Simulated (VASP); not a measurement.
# Zr (Pm-3m) in VASP: a series of runs

The runs below take Zr through single point, with revPBE.

Everything below comes from runs of VASP 6.6.1. Logs are shortened: lines on timing, memory, paths and dates and some standing lists are left out, and cuts for length are marked.

## (1) The cell of the first run

It takes space group Pm-3m (No. 221, cubic). The conventional cell has a = 2.894 Å, b = 2.894 Å, c = 2.894 Å, α = 90.00°, β = 90.00°, γ = 90.00°. Zr (site symmetry m-3m) has 6 Zr at 2.89 Å within 3.8 Å.

## (2) Single point, revPBE (volume scaled by 0.96)

INCAR reads:

```
SYSTEM = Zr
PREC = Accurate ; ENCUT = 520
EDIFF = 1E-6 ; ISMEAR = -1
SIGMA = 0.1 ; LREAL = .False.
LASPH = .True. ; NELM = 60
ALGO = Normal ; ISIF = 2
LWAVE = .False. ; LCHARG = .True.
GGA = RE ; LELF = .True.
LVHAR = .True. ; NBANDS = 12
```

KPOINTS reads:

```
Automatic mesh
0
Gamma
  12 12 12
  0 0 0
```

POSCAR reads:

```
Zr
1.0
    2.8940530402      0.0000000000      0.0000000000
    0.0000000000      2.8940530402      0.0000000000
    0.0000000000      0.0000000000      2.8940530402
Zr
1
Direct
    0.0000000000      0.0000000000      0.0000000000
```

Potentials or basis: VASP PAW PBE potentials, release 64 (Zr_sv).

On the command line:

```
$ cat potpaw_PBE.64/Zr_sv/POTCAR > POTCAR
$ mpirun -np 1 vasp_std > vasp.out
```

OUTCAR:

```text
SYSTEM = Zr
   PREC = Accurate
   ENCUT = 520
   EDIFF = 1E-6
   ISMEAR = -1
   LREAL = .False.
   LASPH = .True.
   NELM = 60
   ISIF = 2
   GGA = RE

 ion  position               nearest neighbor table
   1  0.000  0.000  0.000-

  LATTYP: Found a simple cubic cell.
 ALAT       =     2.8940530402

  Lattice vectors:

 A1 = (   2.8940530402,   0.0000000000,   0.0000000000)
 A2 = (   0.0000000000,   2.8940530402,   0.0000000000)
 A3 = (   0.0000000000,   0.0000000000,   2.8940530402)

Analysis of symmetry for initial positions (statically):
=====================================================================
 Subroutine PRICEL returns:
 Original cell was already a primitive cell.

 Routine SETGRP: Setting up the symmetry group for a
 simple cubic supercell.

 Subroutine GETGRP returns: Found 48 space group operations
[... 9 lines left out ...]

 Routine SETGRP: Setting up the symmetry group for a
 simple cubic supercell.

 Subroutine GETGRP returns: Found 48 space group operations
[... 11 lines left out ...]
                                     Primitive cell

  volume of cell :      24.2393

  direct lattice vectors                    reciprocal lattice vectors
     2.894053040  0.000000000  0.000000000     0.345536169  0.000000000  0.000000000
     0.000000000  2.894053040  0.000000000     0.000000000  0.345536169  0.000000000
     0.000000000  0.000000000  2.894053040     0.000000000  0.000000000  0.345536169

  length of vectors
     2.894053040  2.894053040  2.894053040     0.345536169  0.345536169  0.345536169

  position of ions in fractional coordinates (direct lattice)
     0.000000000  0.000000000  0.000000000

  ion indices of the primitive-cell ions
   primitive index   ion index
                 1           1

----------------------------------------------------------------------------------------

 KPOINTS: Automatic mesh

Automatic generation of k-mesh.
 Grid dimensions read from file:
 generate k-points for:   12   12   12

 Generating k-lattice:

  Cartesian coordinates                     Fractional coordinates (reciprocal lattice)
     0.028794681  0.000000000  0.000000000     0.083333333  0.000000000  0.000000000
     0.000000000  0.028794681  0.000000000     0.000000000  0.083333333  0.000000000
     0.000000000  0.000000000  0.028794681     0.000000000  0.000000000  0.083333333

  Length of vectors
     0.028794681  0.028794681  0.028794681

[... 52 lines left out ...]
   NELM   =     60;   NELMIN=  2; NELMDL= -5     # of ELM steps
   EDIFF  = 0.1E-05   stopping-criterion for ELM
   LREAL  =      F    real-space projection
   EDIFFG = 0.1E-04   stopping-criterion for IOM
   NSW    =      0    number of steps for IOM
   IBRION =     -1    ionic relax: 0-MD 1-quasi-New 2-CG
   NFREE  =      0    steps in history (QN), initial steepest desc. (CG)
   ISIF   =      2    stress and relaxation
   ISYM   =      2    0-nonsym 1-usesym 2-fastsym
   POTIM  = 0.5000    time-step for ionic-motion
   TEBEG  =    0.0;   TEEND  =   0.0 temperature during run
   PSTRESS=    0.0 pullay stress
   NELECT =      12.0000    total number of electrons
   NUPDOWN=      -1.0000    fix difference up-down
   EMIN   =  10.00;   EMAX   =-10.00  energy-range for DOS
   EFERMI =   0.00;   METHOD = LEGACY
   ISMEAR =    -1;   SIGMA  =   0.10  broadening in eV -4-tet -1-fermi 0-gaus
   EFERMI_NEDOS =   21; number of points for ismear=-14 and -15
   IALGO  =     38    algorithm
   IMIX   =      4    mixing-type and parameters
     AMIX     =   0.40;   BMIX     =  1.00
     AMIX_MAG =   1.60;   BMIX_MAG =  1.00
  volume/ion in A,a.u.               =      24.24       163.57
  Fermi-wavevector in a.u.,A,eV,Ry     =   1.295077  2.447340 22.820007  1.677223
  Thomas-Fermi vector in A             =   2.426619
   LORBIT       =      0    0 simple, 1 ext, 2 COOP (PROOUT), +10 PAW based schemes
   GGA     = RE    functional components
   LHFCALC =     F    Hartree Fock is set to
   AEXX    =    0.0000 exact exchange contribution
   IVDW    =     0    specifies the selected vdW correction
   LEPSILON=     F    determine dielectric tensor
   LRPA    =     F    only Hartree local field effects (RPA)
 non-spin polarized calculation
  energy-cutoff  :      520.00
  volume of cell :       24.24
 maximum number of plane-waves:       672
 NGX is ok and might be reduce to    24
   NGX = 11   NGY = 11   NGZ = 11

 number of electron      11.9999999 magnetization

 Free energy of the ion-electron system (eV)
  ---------------------------------------------------
  ext. energy  EPLUGINS =         0.00000000
  ---------------------------------------------------
  free energy    TOTEN  =        -7.30706186 eV

  energy without entropy =       -7.24010749  energy(sigma->0) =       -7.27358467

 E-fermi :   8.2920     XC(G=0): -10.7462

 val. band max:        8.2779495413   @ k =   0.5000   0.5000   0.2500
 cond. band min:       8.3057780151   @ k =   0.4167   0.0833   0.0833
 fundamental gap:      0.0278284738
 Fermi energy:         8.2920143692

 k-point     1 :       0.0000    0.0000    0.0000
  band No.  band energies     occupation
      1     -40.3578      2.00000
      2     -17.7554      2.00000
      3     -17.7554      2.00000
      4     -17.7554      2.00000
      5       3.2242      2.00000
      6       6.5633      2.00000
      7       6.5634      2.00000
      8      13.9583      0.00000
      9      13.9583      0.00000
     10      13.9583      0.00000
     11      21.2497      0.00000
     12      21.2497      0.00000
[... 331 lines left out ...]
 k-point    24 :       0.4167    0.3333    0.0000
  band No.  band energies     occupation
      1     -40.1060      2.00000
      2     -18.8007      2.00000
      3     -18.5588      2.00000
      4     -17.5642      2.00000
      5       5.9104      2.00000
      6       7.5782      1.99841
      7      11.0609      0.00000
      8      11.4809      0.00000
      9      12.0401      0.00000
     10      12.2874      0.00000
     11      17.0565      0.00000
     12      21.0963      0.00000

 [... further k-points ...]
[... 5 lines left out ...]
  --------------------------------------------------------------------------------------
  -------------------------------------------------------------------------------------
  Total        0.4746340      0.4746340      0.4746340     -0.0000000      0.0000000     -0.0000000
  in kB       31.3725634     31.3725634     31.3725634     -0.0000000      0.0000000     -0.0000000
  external PRESSURE =      31.3725634 kB  Pullay stress =       0.0000000 kB

 VOLUME and BASIS-vectors are now :
 -----------------------------------------------------------------------------
  energy-cutoff  :      520.00
  volume of cell :       24.24
      direct lattice vectors                 reciprocal lattice vectors
     2.894053040  0.000000000  0.000000000     0.345536169  0.000000000  0.000000000
     0.000000000  2.894053040  0.000000000     0.000000000  0.345536169  0.000000000
     0.000000000  0.000000000  2.894053040     0.000000000  0.000000000  0.345536169

 POSITION                                       TOTAL-FORCE (eV/Angst)
 -----------------------------------------------------------------------------------
      0.00000      0.00000      0.00000         0.000000      0.000000      0.000000
 -----------------------------------------------------------------------------------
    total drift:                                0.000000      0.000000     -0.000000

  FREE ENERGIE OF THE ION-ELECTRON SYSTEM (eV)
  ---------------------------------------------------
  free  energy   TOTEN  =        -7.3070618559 eV

  energy  without entropy=       -7.2401074887  energy(sigma->0) =       -7.27358467
```

OSZICAR:

```text
N       E                     dE             d eps       ncg     rms          rms(c)
DAV:   1     0.915039003334E+02    0.91504E+02   -0.69279E+03  2024   0.992E+02
DAV:   2    -0.436330719213E+01   -0.95867E+02   -0.92772E+02  2352   0.268E+02
DAV:   3    -0.743957642420E+01   -0.30763E+01   -0.29802E+01  3024   0.413E+01
DAV:   4    -0.751071042080E+01   -0.71134E-01   -0.71070E-01  2344   0.588E+00
DAV:   5    -0.751220541981E+01   -0.14950E-02   -0.14949E-02  2940   0.652E-01    0.993E+00
DAV:   6    -0.731681691257E+01    0.19539E+00   -0.30207E-01  2184   0.486E+00    0.419E+00
DAV:   7    -0.730149051553E+01    0.15326E-01   -0.12852E-01  2552   0.304E+00    0.775E-01
DAV:   8    -0.730712451564E+01   -0.56340E-02   -0.12832E-02  2460   0.124E+00    0.807E-02
DAV:   9    -0.730707713462E+01    0.47381E-04   -0.38927E-04  2468   0.172E-01    0.245E-02
DAV:  10    -0.730706367112E+01    0.13463E-04   -0.20151E-05  2612   0.444E-02    0.889E-03
DAV:  11    -0.730706203744E+01    0.16337E-05   -0.17469E-06  2368   0.107E-02    0.300E-03
DAV:  12    -0.730706185589E+01    0.18155E-06   -0.12630E-07  1160   0.420E-03
   1 F= -.73070619E+01 E0= -.72735847E+01  d E =-.669544E-01
```

Wall time 47 s (1 thread of AMD EPYC 7R13, shared host); peak memory 0.12 GiB.

Results:

```yaml
Free_energy: -7.3071 eV
Pressure: 3.1 GPa
Band_gap_on_the_k_mesh: zero (band 6 reaches 9.33 eV, above the bottom of band 7 at 6.56 eV)
```

Levels at points of the mesh, in eV from the Fermi level:
| k point | band 3 | band 4 | band 5 | band 6 | band 7 | band 8 | band 9 | band 10 |
| --- | --- | --- | --- | --- | --- | --- | --- | --- |
| (0.00, 0.00, 0.00) | -26.05 | -26.05 | -5.07 | -1.73 | -1.73 | 5.67 | 5.67 | 5.67 |
| (0.50, 0.00, 0.00) | -25.93 | -25.93 | -2.01 | -0.87 | 0.41 | 2.57 | 2.57 | 5.99 |
| (0.50, 0.50, 0.00) | -27.12 | -25.82 | -3.09 | -0.29 | 3.23 | 3.23 | 5.06 | 5.06 |
| (0.50, 0.50, 0.50) | -26.95 | -26.95 | -1.56 | -1.56 | -1.56 | 6.52 | 7.86 | 7.86 |

Caveat: the cell differs from its parent crystal (volume scaled by 0.96); the PAW data sets were made with another functional, which shifts forces and pressure a little.

## (3) Single point, revPBE

This run uses another cell than the first one, of 25.25 Å³/atom, 1.042 times its volume.

INCAR reads:

```
SYSTEM = Zr
ALGO     = Normal         ! electronic algorithm
EDIFF    = 1E-6           ! SCF threshold, eV
ENCUT    = 520            ! plane-wave cutoff, eV
GGA      = RE             ! functional
ISIF     = 2              ! what is computed and relaxed
ISMEAR   = -1             ! smearing method
LASPH    = .TRUE.         ! aspherical terms in the spheres
LCHARG   = .FALSE.        ! write CHGCAR
LREAL    = .FALSE.        ! projectors in reciprocal space
LWAVE    = .FALSE.        ! write WAVECAR
NBANDS   = 12             ! bands
NELM     = 60             ! most SCF steps
PREC     = Accurate       ! precision mode
SIGMA    = 0.1            ! smearing width, eV
```

KPOINTS reads:

```
k-points
0
G
  12 12 12
  0 0 0
```

POSCAR reads:

```
Zr
1.0
    2.9337025294      0.0000000000      0.0000000000
    0.0000000000      2.9337025294      0.0000000000
    0.0000000000      0.0000000000      2.9337025294
Zr
1
Direct
    0.0000000000      0.0000000000      0.0000000000
```

Potentials or basis: VASP PAW PBE potentials, release 64 (Zr_sv).

On the command line:

```
$ cat potpaw_PBE.64/Zr_sv/POTCAR > POTCAR
$ mpirun -np 1 vasp_std > vasp.out
```

Run time: 44 s. Hardware: 1 thread of AMD EPYC 7R13, shared host; peak memory 0.12 GiB.

The run converged. Its results:

```
Free energy            : -7.3183 eV
Pressure               : 0.4 GPa
Band gap on the k mesh : zero (band 6 reaches 8.82 eV, above the bottom of band 7 at 6.24 eV)
```

Levels at points of the mesh, in eV from the Fermi level:
```tsv
k point	band 4	band 5	band 6	band 7	band 8	band 9
(0.00, 0.00, 0.00)	-26.16	-5.00	-1.62	-1.62	5.42	5.42
(0.50, 0.00, 0.00)	-26.06	-2.01	-0.81	0.33	2.50	2.50
(0.50, 0.50, 0.00)	-25.96	-2.90	-0.30	3.12	3.12	4.82
(0.50, 0.50, 0.50)	-26.97	-1.43	-1.43	-1.43	6.53	7.48
```

Caveat: the PAW data sets were made with another functional, which shifts forces and pressure a little.

## (4) Single point, revPBE (volume scaled by 1.04)

INCAR reads:

```
SYSTEM = Zr
  PREC = Accurate
  ENCUT = 520
  EDIFF = 1E-6
  ISMEAR = -1
  SIGMA = 0.1
  LREAL = .False.
  LASPH = .True.
  NELM = 100
  ALGO = Normal
  ISIF = 2
  LWAVE = .False.
  LCHARG = .True.
  GGA = RE
  LELF = .True.
  LVHAR = .True.
  NBANDS = 12
```

KPOINTS reads:

```
Automatic mesh
0
Gamma
  12 12 12
  0 0 0
```

POSCAR reads:

```
Zr
1.0
    2.9723083056      0.0000000000      0.0000000000
    0.0000000000      2.9723083056      0.0000000000
    0.0000000000      0.0000000000      2.9723083056
Zr
1
Direct
    0.0000000000      0.0000000000      0.0000000000
```

Potentials or basis: VASP PAW PBE potentials, release 64 (Zr_sv).

On the command line:

```
$ cat potpaw_PBE.64/Zr_sv/POTCAR > POTCAR
$ mpirun -np 1 vasp_std > vasp.out
```

OUTCAR:

```text
SYSTEM = Zr
   PREC = Accurate
   ENCUT = 520
   EDIFF = 1E-6
   ISMEAR = -1
   LREAL = .False.
   LASPH = .True.
   NELM = 100
   ISIF = 2
   GGA = RE

 ion  position               nearest neighbor table
   1  0.000  0.000  0.000-

  LATTYP: Found a simple cubic cell.
 ALAT       =     2.9723083056

  Lattice vectors:

 A1 = (   2.9723083056,   0.0000000000,   0.0000000000)
 A2 = (   0.0000000000,   2.9723083056,   0.0000000000)
 A3 = (   0.0000000000,   0.0000000000,   2.9723083056)

[... 529 lines left out ...]
      4     -18.6599      2.00000
      5       5.3477      2.00000
      6       6.7545      1.99832
      7       9.9113      0.00000
      8      10.4455      0.00000
      9      10.9459      0.00000
     10      11.0661      0.00000
     11      15.5782      0.00000
     12      19.4531      0.00000

 [... further k-points ...]
[... 5 lines left out ...]
  --------------------------------------------------------------------------------------
  -------------------------------------------------------------------------------------
  Total       -0.3238275     -0.3238275     -0.3238275     -0.0000000      0.0000000     -0.0000000
  in kB      -19.7579895    -19.7579895    -19.7579895     -0.0000000      0.0000000     -0.0000000
  external PRESSURE =     -19.7579895 kB  Pullay stress =       0.0000000 kB

 VOLUME and BASIS-vectors are now :
 -----------------------------------------------------------------------------
  energy-cutoff  :      520.00
  volume of cell :       26.26
      direct lattice vectors                 reciprocal lattice vectors
     2.972308306  0.000000000  0.000000000     0.336438854  0.000000000  0.000000000
     0.000000000  2.972308306  0.000000000     0.000000000  0.336438854  0.000000000
     0.000000000  0.000000000  2.972308306     0.000000000  0.000000000  0.336438854

 POSITION                                       TOTAL-FORCE (eV/Angst)
 -----------------------------------------------------------------------------------
      0.00000      0.00000      0.00000         0.000000      0.000000      0.000000
 -----------------------------------------------------------------------------------
    total drift:                               -0.000000     -0.000000     -0.000000

  FREE ENERGIE OF THE ION-ELECTRON SYSTEM (eV)
  ---------------------------------------------------
  free  energy   TOTEN  =        -7.3133117681 eV

  energy  without entropy=       -7.2410363809  energy(sigma->0) =       -7.27717407
```

stdout:

```text
POSCAR found type information on POSCAR Zr
 POSCAR found :  1 types and       1 ions
 scaLAPACK will be used
 -----------------------------------------------------------------------------
|                                                                             |
|                                                                             |
|     You enforced a specific xc type in the INCAR file but a different       |
|     I HOPE YOU KNOW WHAT YOU ARE DOING!                                     |
|                                                                             |
 -----------------------------------------------------------------------------

 LDA part: xc-table for (Slater+PW92), standard interpolation
 POSCAR, INCAR and KPOINTS ok, starting setup
 FFT: planning ... GRIDC
 FFT: planning ... GRID_SOFT
 FFT: planning ... GRID
 WAVECAR not read
 entering main loop
```

Run time: 52 s. Hardware: 1 thread of AMD EPYC 7R13, shared host; peak memory 0.12 GiB.

Results:

```yaml
Free_energy: -7.3133 eV
Pressure: -2.0 GPa
Band_gap_on_the_k_mesh: zero (band 6 reaches 8.35 eV, above the bottom of band 7 at 5.93 eV)
```

Levels at points of the mesh, in eV from the Fermi level:
| k point | band 3 | band 4 | band 5 | band 6 | band 7 | band 8 | band 9 | band 10 |
| --- | --- | --- | --- | --- | --- | --- | --- | --- |
| (0.00, 0.00, 0.00) | -26.27 | -26.27 | -4.93 | -1.53 | -1.53 | 5.19 | 5.19 | 5.19 |
| (0.50, 0.00, 0.00) | -26.18 | -26.18 | -2.01 | -0.75 | 0.27 | 2.43 | 2.43 | 5.48 |
| (0.50, 0.50, 0.00) | -27.13 | -26.09 | -2.72 | -0.31 | 3.02 | 3.02 | 4.60 | 4.60 |
| (0.50, 0.50, 0.50) | -27.00 | -27.00 | -1.32 | -1.32 | -1.32 | 6.53 | 7.14 | 7.14 |

Caveat: the cell differs from its parent crystal (volume scaled by 1.04); the PAW data sets were made with another functional, which shifts forces and pressure a little.

## (5) Single point, revPBE (volume scaled by 1.08)

INCAR reads:

```
SYSTEM = Zr
ALGO = Normal
EDIFF = 1E-6
ENCUT = 520
GGA = RE
ISIF = 2
ISMEAR = -1
LASPH = .TRUE.
LCHARG = .FALSE.
LREAL = .FALSE.
LWAVE = .FALSE.
NBANDS = 12
NELM = 100
PREC = Accurate
SIGMA = 0.1
```

KPOINTS reads:

```
k-points
0
G
  12 12 12
  0 0 0
```

POSCAR reads:

```
Zr
1.0
    3.0099364560      0.0000000000      0.0000000000
    0.0000000000      3.0099364560      0.0000000000
    0.0000000000      0.0000000000      3.0099364560
Zr
1
Direct
    0.0000000000      0.0000000000      0.0000000000
```

On the command line:

```
$ cat potpaw_PBE.64/Zr_sv/POTCAR > POTCAR
$ mpirun -np 1 vasp_std > vasp.out
```

Wall time 50 s (1 thread of AMD EPYC 7R13, shared host); peak memory 0.12 GiB.

It converged, with:

```
Free energy            : -7.2947 eV
Pressure               : -4.0 GPa
Band gap on the k mesh : zero (band 6 reaches 7.91 eV, above the bottom of band 7 at 5.64 eV)
```

Levels at points of the mesh, in eV from the Fermi level:
```tsv
k point	band 4	band 5	band 6	band 7	band 8	band 9
(0.00, 0.00, 0.00)	-26.38	-4.86	-1.45	-1.45	4.98	4.98
(0.50, 0.00, 0.00)	-26.30	-2.00	-0.70	0.22	2.36	2.36
(0.50, 0.50, 0.00)	-26.22	-2.56	-0.32	2.92	2.92	4.40
(0.50, 0.50, 0.50)	-27.03	-1.22	-1.22	-1.22	6.53	6.81
```

Caveat: the cell differs from its parent crystal (volume scaled by 1.08); the PAW data sets were made with another functional, which shifts forces and pressure a little.

## (6) The runs side by side

| cell | gap on the mesh (eV) | pressure (GPa) |
| --- | --- | --- |
| a = 2.894 Å, 1 atom | none | 3.1 |
| a = 2.934 Å, 1 atom | none | 0.4 |
| a = 2.972 Å, 1 atom | none | -2.0 |
| a = 3.010 Å, 1 atom | none | -4.0 |

Alike in all rows: task single point; level revPBE; potentials or basis VASP PAW PBE potentials, release 64 (Zr_sv); no spin polarisation; k mesh 12 × 12 × 12; cutoff (eV) 520; smearing fermi-dirac 0.1 eV.

Caveats: the PAW data sets were made with another functional, which shifts forces and pressure a little.

Absolute energies hang on the potentials; compare differences alone.
